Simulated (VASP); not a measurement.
# TeO5 (Cmmm) in VASP: a series of runs

The runs below take TeO5 through single point, relaxation of cell and atoms, with PBE.

Everything below comes from runs of VASP 6.6.1. Logs are shortened: lines on timing, memory, paths and dates and some standing lists are left out, and cuts for length are marked.

**1. The cell of the first run**

Symmetry: Cmmm, No. 65, orthorhombic system. Conventional cell: a = 6.068 Å, b = 7.949 Å, c = 3.946 Å, α = 90.00°, β = 90.00°, γ = 90.00°. Within 2.6 Å of Te (site symmetry mmm) lie 6 O at 1.97 to 2.12 Å. Within 1.9 Å of O (site symmetry m) lie 1 O at 1.39 Å. O (site symmetry mmm) has 2 Te at 1.97 Å within 2.6 Å.

The cell was built from a structure type or drawn by symmetry, and may not be a known phase.

**2. Single point, PBE**

Input file INCAR:

```
PREC = Accurate ; ENCUT = 520
EDIFF = 1E-6 ; ISMEAR = 0
SIGMA = 0.2 ; LREAL = F
LASPH = T ; NELM = 100
ALGO = Normal ; ISIF = 2
LWAVE = F ; LCHARG = F
GGA = PE ; NBANDS = 27
```

Input file KPOINTS:

```
regular mesh
0
Gamma
  4 4 4
```

Input file POSCAR:

```
TeO5
1.0
    3.0338102109     -3.9744702495      0.0000000000
    3.0338102109      3.9744702495      0.0000000000
    0.0000000000      0.0000000000      3.9464339525
Te O
1 5
Direct
    0.5000000000      0.5000000000      0.5000000000
    0.6105842064      0.9398321502      0.5000000000
    0.3894157936      0.0601678498      0.5000000000
    0.0601678498      0.3894157936      0.5000000000
    0.9398321502      0.6105842064      0.5000000000
    0.5000000000      0.5000000000      0.0000000000
```

Potentials or basis: VASP PAW PBE potentials, release 64 (Te, O).

Command:

```
$ cat potpaw_PBE.64/Te/POTCAR potpaw_PBE.64/O/POTCAR > POTCAR
$ mpirun -np 1 vasp_std > vasp.out
```

OUTCAR:

```text
PREC = Accurate
   ENCUT = 520
   EDIFF = 1E-6
   ISMEAR = 0
   LREAL = F
   LASPH = T
   NELM = 100
   ISIF = 2
   GGA = PE

 ion  position               nearest neighbor table
   1  0.500  0.500  0.500-   6 1.97   6 1.97   4 2.12   5 2.12   2 2.12   3 2.12
   2  0.611  0.940  0.500-   3 1.39   1 2.12
   3  0.389  0.060  0.500-   2 1.39   1 2.12
   4  0.060  0.389  0.500-   5 1.39   1 2.12
   5  0.940  0.611  0.500-   4 1.39   1 2.12
   6  0.500  0.500  0.000-   1 1.97   1 1.97

  LATTYP: Found a base centered orthorhombic cell.
 ALAT       =     6.0676204218
 B/A-ratio  =     1.3100589599
 C/A-ratio  =     0.6504088387

  Lattice vectors:

 A1 = (   3.0338102109,  -3.9744702495,   0.0000000000)
 A2 = (   3.0338102109,   3.9744702495,   0.0000000000)
 A3 = (   0.0000000000,   0.0000000000,   3.9464339525)

Analysis of symmetry for initial positions (statically):
=====================================================================
 Subroutine PRICEL returns:
 Original cell was already a primitive cell.

 Routine SETGRP: Setting up the symmetry group for a
 base centered orthorhombic supercell.

 Subroutine GETGRP returns: Found  8 space group operations
 (whereof  8 operations were pure point group operations)
 out of a pool of  8 trial point group operations.

The static configuration has the point symmetry D_2h.

Analysis of symmetry for dynamics (positions and initial velocities):
=====================================================================
 Subroutine PRICEL returns:
 Original cell was already a primitive cell.

 Routine SETGRP: Setting up the symmetry group for a
 base centered orthorhombic supercell.

 Subroutine GETGRP returns: Found  8 space group operations
 (whereof  8 operations were pure point group operations)
 out of a pool of  8 trial point group operations.

The dynamic configuration has the point symmetry D_2h.

 Subroutine INISYM returns: Found  8 space group operations
 (whereof  8 operations are pure point group operations),
 and found     1 'primitive' translations

----------------------------------------------------------------------------------------

                                     Primitive cell

  volume of cell :      95.1705

  direct lattice vectors                    reciprocal lattice vectors
     3.033810211 -3.974470249  0.000000000     0.164809255 -0.125802929  0.000000000
     3.033810211  3.974470249  0.000000000     0.164809255  0.125802929  0.000000000
     0.000000000  0.000000000  3.946433953     0.000000000  0.000000000  0.253393320

  length of vectors
     5.000041816  5.000041816  3.946433953     0.207336604  0.207336604  0.253393320

  position of ions in fractional coordinates (direct lattice)
     0.500000000  0.500000000  0.500000000
     0.610584206  0.939832150  0.500000000
     0.389415794  0.060167850  0.500000000
     0.060167850  0.389415794  0.500000000
     0.939832150  0.610584206  0.500000000
     0.500000000  0.500000000  0.000000000

  ion indices of the primitive-cell ions
   primitive index   ion index
                 1           1
                 2           2
                 3           3
                 4           4
                 5           5
                 6           6

----------------------------------------------------------------------------------------

 KPOINTS: regular mesh

Automatic generation of k-mesh.
 Grid dimensions read from file:
 generate k-points for:    4    4    4

 Generating k-lattice:

  Cartesian coordinates                     Fractional coordinates (reciprocal lattice)
     0.041202314 -0.031450732  0.000000000     0.250000000  0.000000000  0.000000000
     0.041202314  0.031450732  0.000000000     0.000000000  0.250000000  0.000000000
     0.000000000  0.000000000  0.063348330     0.000000000  0.000000000  0.250000000

  Length of vectors
     0.051834151  0.051834151  0.063348330

  Shift w.r.t. Gamma in fractional coordinates (k-lattice)
     0.000000000  0.000000000  0.000000000

 Subroutine IBZKPT returns following result:
 ===========================================

 Found     21 irreducible k-points:

 Following reciprocal coordinates:
            Coordinates               Weight
  0.000000  0.000000  0.000000      1.000000
  0.250000 -0.000000  0.000000      4.000000
  0.500000 -0.000000  0.000000      2.000000
  0.250000  0.250000  0.000000      2.000000
  0.500000  0.250000  0.000000      4.000000
 -0.250000  0.250000  0.000000      2.000000
[... 13 lines left out ...]
 -0.250000  0.250000  0.500000      2.000000
  0.500000  0.500000  0.500000      1.000000
   k-points           NKPTS =     21   k-points in BZ     NKDIM =     21   number of bands    NBANDS=     27
   number of dos      NEDOS =    301   number of ions     NIONS =      6
   total plane-waves  NPLWV =  48000
   dimension x,y,z NGX =    40 NGY =   40 NGZ =   30
   dimension x,y,z NGXF=    80 NGYF=   80 NGZF=   60
   ions per type =               1   5
   NGX,Y,Z   is equivalent  to a cutoff of  13.30, 13.30, 12.64 a.u.
   NGXF,Y,Z  is equivalent  to a cutoff of  26.60, 26.60, 25.28 a.u.
 SYSTEM =  unknown system
   PREC   = accura    normal or accurate (medium, high low for compatibility)
   ISTART =      0    job   : 0-new  1-cont  2-samecut
   ICHARG =      2    charge: 1-file 2-atom 10-const
   ISPIN  =      1    spin polarized calculation?
   LNONCOLLINEAR =      F non collinear calculations
   LSORBIT =      F    spin-orbit coupling
   LASPH  =      T    aspherical Exc in radial PAW
   ENCUT  =  520.0 eV  38.22 Ry    6.18 a.u.   9.30  9.30  7.34*2*pi/ulx,y,z
   NELM   =    100;   NELMIN=  2; NELMDL= -5     # of ELM steps
   EDIFF  = 0.1E-05   stopping-criterion for ELM
   LREAL  =      F    real-space projection
   EDIFFG = 0.1E-04   stopping-criterion for IOM
   NSW    =      0    number of steps for IOM
   IBRION =     -1    ionic relax: 0-MD 1-quasi-New 2-CG
   NFREE  =      0    steps in history (QN), initial steepest desc. (CG)
   ISIF   =      2    stress and relaxation
   ISYM   =      2    0-nonsym 1-usesym 2-fastsym
   POTIM  = 0.5000    time-step for ionic-motion
   TEBEG  =    0.0;   TEEND  =   0.0 temperature during run
   PSTRESS=    0.0 pullay stress
   NELECT =      36.0000    total number of electrons
   NUPDOWN=      -1.0000    fix difference up-down
   EMIN   =  10.00;   EMAX   =-10.00  energy-range for DOS
   EFERMI =   0.00;   METHOD = LEGACY
   ISMEAR =     0;   SIGMA  =   0.20  broadening in eV -4-tet -1-fermi 0-gaus
   EFERMI_NEDOS =   21; number of points for ismear=-14 and -15
   IALGO  =     38    algorithm
   IMIX   =      4    mixing-type and parameters
     AMIX     =   0.40;   BMIX     =  1.00
     AMIX_MAG =   1.60;   BMIX_MAG =  1.00
  volume/ion in A,a.u.               =      15.86       107.04
  Fermi-wavevector in a.u.,A,eV,Ry     =   1.183972  2.237383 19.072513  1.401790
  Thomas-Fermi vector in A             =   2.320196
   LORBIT       =      0    0 simple, 1 ext, 2 COOP (PROOUT), +10 PAW based schemes
   GGA     = PE    functional components
   LHFCALC =     F    Hartree Fock is set to
   AEXX    =    0.0000 exact exchange contribution
   IVDW    =     0    specifies the selected vdW correction
   LEPSILON=     F    determine dielectric tensor
   LRPA    =     F    only Hartree local field effects (RPA)
 non-spin polarized calculation
 Gauss-broadening in eV      SIGMA  =   0.20
  energy-cutoff  :      520.00
  volume of cell :       95.17
 maximum number of plane-waves:      2584
 NGX is ok and might be reduce to    40
   NGX = 19   NGY = 19   NGZ = 15

 number of electron      35.9999999 magnetization

 Free energy of the ion-electron system (eV)
  ---------------------------------------------------
  ext. energy  EPLUGINS =         0.00000000
  ---------------------------------------------------
  free energy    TOTEN  =       -28.48939193 eV

  energy without entropy =      -28.38471111  energy(sigma->0) =      -28.43705152

 E-fermi :   1.3015     XC(G=0):  -8.4401

 val. band max:        1.2950936441   @ k =   0.0000   0.0000   0.5000
 cond. band min:       1.3135060301   @ k =   0.2500   0.2500   0.0000
 fundamental gap:      0.0184123860
 Fermi energy:         1.3014697575

 k-point     1 :       0.0000    0.0000    0.0000
  band No.  band energies     occupation
      1     -21.9588      2.00000
      2     -21.3610      2.00000
      3     -17.4428      2.00000
      4     -14.5741      2.00000
      5     -13.8863      2.00000
      6      -9.1946      2.00000
[... 19 lines left out ...]
     26      11.2564      0.00000
     27      11.8676      0.00000

 k-point     2 :       0.2500   -0.0000    0.0000
  band No.  band energies     occupation
      1     -21.8676      2.00000
      2     -21.4394      2.00000
      3     -17.5825      2.00000
      4     -14.4406      2.00000
      5     -13.9549      2.00000
      6      -8.7926      2.00000
[... 19 lines left out ...]
     26      10.9158      0.00000
     27      12.1802      0.00000

 k-point     3 :       0.5000   -0.0000    0.0000
  band No.  band energies     occupation
      1     -21.6806      2.00000
      2     -21.6139      2.00000
      3     -17.7110      2.00000
      4     -14.2797      2.00000
      5     -14.0611      2.00000
      6      -8.2219      2.00000
[... 19 lines left out ...]
     26      10.0614      0.00000
     27      12.4656      0.00000

 k-point     4 :       0.2500    0.2500    0.0000
  band No.  band energies     occupation
      1     -21.7759      2.00000
      2     -21.5050      2.00000
      3     -17.7502      2.00000
      4     -14.5608      2.00000
      5     -13.6300      2.00000
      6      -8.7381      2.00000
[... 19 lines left out ...]
     26      10.9373      0.00000
     27      11.7351      0.00000

 k-point     5 :       0.5000    0.2500    0.0000
  band No.  band energies     occupation
      1     -21.6581      2.00000
      2     -21.5977      2.00000
      3     -17.8878      2.00000
      4     -14.4781      2.00000
      5     -13.6368      2.00000
      6      -8.2137      2.00000
[... 19 lines left out ...]
     26      10.3127      0.00000
     27      12.2703      0.00000

 k-point     6 :      -0.2500    0.2500    0.0000
  band No.  band energies     occupation
      1     -21.8117      2.00000
      2     -21.4706      2.00000
      3     -17.7315      2.00000
      4     -14.2813      2.00000
      5     -14.0206      2.00000
      6      -8.3844      2.00000
[... 354 lines left out ...]
      1     -21.7333      2.00000
      2     -21.4932      2.00000
      3     -17.1659      2.00000
      4     -15.3170      2.00000
      5     -13.6115      2.00000
      6     -10.9760      2.00000
[... 19 lines left out ...]
     26      11.5016      0.00000
     27      12.7017      0.00000

 k-point    19 :       0.5000    0.2500    0.5000
  band No.  band energies     occupation
      1     -21.6326      2.00000
      2     -21.5804      2.00000
      3     -17.1644      2.00000
      4     -15.5202      2.00000
      5     -13.6536      2.00000
      6     -10.4131      2.00000
[... 19 lines left out ...]
     26      11.4935      0.00000
     27      13.1624      0.00000

 k-point    20 :      -0.2500    0.2500    0.5000
  band No.  band energies     occupation
      1     -21.7682      2.00000
      2     -21.4592      2.00000
      3     -17.1660      2.00000
      4     -15.0954      2.00000
      5     -13.9946      2.00000
      6     -10.7604      2.00000
[... 19 lines left out ...]
     26      11.6836      0.00000
     27      12.8025      0.00000

 k-point    21 :       0.5000    0.5000    0.5000
  band No.  band energies     occupation
      1     -21.6290      2.00000
      2     -21.5600      2.00000
      3     -17.1627      2.00000
      4     -15.8551      2.00000
      5     -13.3393      2.00000
      6     -10.1592      2.00000
[... 19 lines left out ...]
     26      11.3685      0.00000
     27      12.9528      0.00000

------------------------ aborting loop because EDIFF is reached ----------------------------------------

  FORCE on cell =-STRESS in cart. coord.  units (eV):
  Direction    XX          YY          ZZ          XY          YZ          ZX
  --------------------------------------------------------------------------------------
  -------------------------------------------------------------------------------------
  Total        0.3263572      0.3128201      0.2159457      0.0000000      0.0000000      0.0000000
  in kB        5.4941595      5.2662661      3.6354044      0.0000000      0.0000000      0.0000000
  external PRESSURE =       4.7986100 kB  Pullay stress =       0.0000000 kB

 VOLUME and BASIS-vectors are now :
 -----------------------------------------------------------------------------
  energy-cutoff  :      520.00
  volume of cell :       95.17
      direct lattice vectors                 reciprocal lattice vectors
     3.033810211 -3.974470249  0.000000000     0.164809255 -0.125802929  0.000000000
     3.033810211  3.974470249  0.000000000     0.164809255  0.125802929  0.000000000
     0.000000000  0.000000000  3.946433953     0.000000000  0.000000000  0.253393320

 POSITION                                       TOTAL-FORCE (eV/Angst)
 -----------------------------------------------------------------------------------
      3.03381      0.00000      1.97322        -0.000000     -0.000000      0.000000
      4.70367      1.30859      1.97322         0.015304     -0.199074     -0.000000
      1.36395     -1.30859      1.97322        -0.015304      0.199074      0.000000
      1.36395      1.30859      1.97322        -0.015304     -0.199074      0.000000
      4.70367     -1.30859      1.97322         0.015304      0.199074     -0.000000
      3.03381      0.00000      0.00000        -0.000000     -0.000000      0.000000
 -----------------------------------------------------------------------------------
    total drift:                               -0.000000     -0.000000      0.000000

  FREE ENERGIE OF THE ION-ELECTRON SYSTEM (eV)
  ---------------------------------------------------
  free  energy   TOTEN  =       -28.4893919343 eV

  energy  without entropy=      -28.3847111074  energy(sigma->0) =      -28.43705152
```

Wall time 82 s (1 thread of Intel Xeon Platinum 8488C (Sapphire Rapids), shared host); peak memory 0.22 GiB.

What came out:

- Free energy: -28.4894 eV
- Pressure: 0.5 GPa
- Largest force: 0.200 eV/Å
- Band gap on the k mesh: zero (bands 18 and 19 overlap by 0.22 eV)

Forces in eV/Å, atoms in the order of the input:
```
Te   0.000  0.000  0.000
O    0.015 -0.199  0.000
O   -0.015  0.199  0.000
O   -0.015 -0.199  0.000
O    0.015  0.199  0.000
O    0.000  0.000  0.000
```

Stress tensor (GPa, compression positive):
```
0.55 0.00 0.00
0.00 0.53 0.00
0.00 0.00 0.36
```

Levels at points of the mesh, in eV from the Fermi level:
| k point | band 15 | band 16 | band 17 | band 18 | band 19 | band 20 | band 21 | band 22 |
| --- | --- | --- | --- | --- | --- | --- | --- | --- |
| (0.00, 0.00, 0.00) | -2.53 | -0.51 | -0.47 | -0.15 | 0.32 | 2.81 | 4.75 | 6.51 |
| (0.50, 0.00, 0.00) | -2.48 | -1.53 | -0.33 | -0.22 | 0.45 | 4.11 | 4.49 | 5.37 |
| (0.50, 0.50, 0.00) | -2.77 | -1.73 | -1.21 | -0.49 | 0.02 | 3.53 | 4.01 | 6.67 |
| (0.00, 0.00, 0.50) | -2.21 | -0.50 | -0.07 | -0.01 | 2.05 | 2.08 | 3.49 | 4.27 |
| (0.50, 0.00, 0.50) | -2.08 | -1.55 | -0.68 | -0.06 | 2.10 | 3.27 | 3.76 | 4.37 |
| (0.50, 0.50, 0.50) | -2.02 | -1.86 | -1.27 | -0.12 | 1.03 | 2.60 | 4.27 | 4.34 |

Caveat: the k points lie up to 0.40 Å⁻¹ apart; spin-orbit coupling is left out, which moves the levels of the heavy elements.

**3. Relaxation of cell and atoms, PBE**

This run uses another cell than the first one, of 14.87 Å³/atom.

Input file INCAR:

```
PREC = Accurate
ENCUT = 600
EDIFF = 1E-6
ISMEAR = 0
SIGMA = 0.2
LREAL = False
LASPH = True
NELM = 60
ALGO = Normal
ISIF = 3
LWAVE = False
LCHARG = False
GGA = PE
IBRION = 2
NSW = 36
EDIFFG = -0.08
```

KPOINTS is that of step 2.

Input file POSCAR:

```
TeO5
1.0
    2.5180458500     -3.9985537800      0.0000000000
    2.5180458500      3.9985537800      0.0000000000
    0.0000000000      0.0000000000      4.4307541100
Te O
1 5
Direct
    0.5000000000      0.5000000000      0.5000000000
    0.6504495100      0.8810417700      0.5000000000
    0.3495504900      0.1189582300      0.5000000000
    0.1189582300      0.3495504900      0.5000000000
    0.8810417700      0.6504495100      0.5000000000
    0.5000000000      0.5000000000      0.0000000000
```

Potentials or basis: VASP PAW PBE potentials, release 64 (Te, O).

Command:

```
$ cat potpaw_PBE.64/Te/POTCAR potpaw_PBE.64/O/POTCAR > POTCAR
$ mpirun -np 1 vasp_std > vasp.out
```

Run time: 18 min. Hardware: 1 thread of Intel Xeon Platinum 8488C (Sapphire Rapids), shared host; peak memory 0.25 GiB.

The run converged. Its results:

```
Free energy                           : -28.4815 eV
Relaxed volume                        : 15.49 Å³/atom
Relaxed cell                          : a = 4.950 Å, b = 4.950 Å, c = 3.925 Å, α = 90.00°, β = 90.00°, γ = 104.96°
Space group after relaxing (to 0.1 Å) : Cmmm (No. 65)
Energy gained by relaxing             : 1744.2 meV/atom
Ionic steps                           : 26
Pressure after relaxing               : -0.1 GPa
Largest force after relaxing          : 0.032 eV/Å
Band gap on the k mesh                : zero (bands 18 and 19 overlap by 0.24 eV)
```

Forces on the atoms (eV/Å):
```
Te   0.000  0.000  0.000
O   -0.019  0.026  0.000
O    0.019 -0.026  0.000
O    0.019  0.026  0.000
O   -0.019 -0.026  0.000
O    0.000  0.000  0.000
```

Stress tensor (GPa, compression positive):
```
-0.74  0.00  0.00
 0.00  0.03  0.00
 0.00  0.00  0.49
```

Step by step:
| step | energy change (eV) | largest force (eV/Å) | pressure (GPa) | volume (Å³) |
| --- | --- | --- | --- | --- |
| 1 | 0.0000 | 15.7106 | 59.21 | 89.22 |
| 2 | 2.0456 | 5.6970 | -24.06 | 169.32 |
| 3 | 0.3271 | 2.7103 | -21.09 | 154.54 |
| 4 | -1.0326 | 1.7258 | -19.25 | 143.42 |
| 5 | -4.9008 | 1.5797 | -17.35 | 115.21 |
| 6 | -6.6069 | 2.0737 | -11.03 | 101.92 |
| 7 | -6.8721 | 1.7696 | -2.00 | 95.50 |
| 8 | -6.8843 | 2.0083 | -6.10 | 97.55 |
| 9 | -6.8966 | 1.9181 | -4.75 | 96.79 |
| 10 | -8.0251 | 1.7277 | -4.81 | 92.30 |
| 11 | -8.8909 | 2.4670 | 2.95 | 84.88 |
| 12 | -9.4583 | 2.4737 | 4.67 | 83.70 |
| 13 | -6.6892 | 12.1592 | 44.43 | 79.83 |
| 14 | -9.5188 | 2.2598 | 6.26 | 83.28 |
| 15 | -9.5509 | 0.9776 | 13.43 | 82.03 |
| 16 | -9.6216 | 1.4749 | 9.11 | 82.66 |
| 17 | -10.1485 | 0.7003 | 7.78 | 84.92 |
| 18 | -10.2349 | 1.7806 | 9.08 | 86.72 |
| 19 | -10.2437 | 1.4246 | 8.72 | 86.34 |
| 20 | -10.4290 | 0.3274 | 2.21 | 89.92 |
| 21 | -10.4399 | 0.5111 | 0.34 | 91.17 |
| 22 | -10.4532 | 0.3041 | 0.10 | 91.79 |
| 23 | -10.4581 | 0.1073 | 0.00 | 92.42 |
| 24 | -10.4582 | 0.0809 | 0.04 | 92.51 |
| 25 | -10.4614 | 0.0625 | -0.02 | 92.61 |
| 26 | -10.4654 | 0.0325 | -0.07 | 92.91 |

Final structure:
```xyz
6
Lattice="3.0149 -3.9262 0.0000 3.0149 3.9262 0.0000 0.0000 0.0000 3.9247" Properties=species:S:1:pos:R:3 pbc="T T T"
Te    3.0149    0.0000    1.9624
O     4.6755    1.2752    1.9624
O     1.3543   -1.2752    1.9624
O     1.3543    1.2752    1.9624
O     4.6755   -1.2752    1.9624
O     3.0149    0.0000    0.0000
```

Levels at points of the mesh, in eV from the Fermi level:
| k point | band 16 | band 17 | band 18 | band 19 | band 20 | band 21 |
| --- | --- | --- | --- | --- | --- | --- |
| (0.00, 0.00, 0.00) | -0.57 | -0.56 | -0.18 | 0.37 | 2.72 | 5.00 |
| (0.50, 0.00, 0.00) | -1.61 | -0.39 | -0.28 | 0.56 | 4.09 | 4.66 |
| (0.50, 0.50, 0.00) | -1.80 | -1.30 | -0.57 | -0.01 | 3.61 | 3.71 |
| (0.00, 0.00, 0.50) | -0.56 | -0.09 | -0.04 | 2.11 | 2.19 | 3.73 |
| (0.50, 0.00, 0.50) | -1.62 | -0.74 | -0.09 | 2.31 | 3.48 | 3.79 |
| (0.50, 0.50, 0.50) | -1.95 | -1.38 | -0.15 | 1.22 | 2.65 | 4.06 |

Caveat: the k points lie up to 0.40 Å⁻¹ apart in the final cell; spin-orbit coupling is left out, which moves the levels of the heavy elements; the relaxation stopped at a loose force limit of 0.08 eV/Å, so its end isn't a converged minimum.
